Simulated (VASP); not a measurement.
Runs of VASP 6.6.1 on TaC2. The structure is that of space group I4/mmm (No. 139), or close to it. The cells are those of the table. 

| task | potentials or basis | cell | cutoff (eV) | second run | gap on the mesh (eV) | pressure (GPa) | largest force (eV/Å) |
| --- | --- | --- | --- | --- | --- | --- | --- |
| relaxation of cell and atoms | VASP PAW PBE potentials, release 64 (Ta_pv, C) | relaxed from a = 3.910 Å, angles 125.6, 125.6, 80.5°, 3 atoms | 600 | - | none | -0.3 | - |
| single point | VASP PAW PBE potentials, release 64 (Ta_sv_GW, C) | a = 3.724 Å, angles 129.8, 129.8, 73.7°, 3 atoms | 600 | valence_matched | none | -0.2 | 0.11 |
| single point | VASP PAW PBE potentials, release 64 (Ta_pv, C) | a = 3.724 Å, angles 129.8, 129.8, 73.7°, 3 atoms | 520 | - | none | (a) | 0.11 |
| single point | VASP PAW PBE potentials, release 64 (Ta_pv, C) | a = 3.910 Å, angles 125.6, 125.6, 80.5°, 3 atoms | 520 | - | none | -5.2 | 16.38 |

Alike in all rows: level PBE; no spin polarisation; k mesh 6 × 6 × 6; smearing gaussian 0.1 eV.

Task: Estimate the missing entries.

Result: (a) 0.5.

Caveats: all runs use coarse meshes; spin-orbit coupling is left out, which moves the levels of the heavy elements; forces of over 1 eV/Å act on the atoms, so gaps and moduli don't describe the material at rest (some runs).

A k mesh can miss the band edges, and the runs leave out spin-orbit coupling on Ta.

A gap of «none» marks levels without a gap at the run's occupations.

The runs don't all hold the same shells in valence.
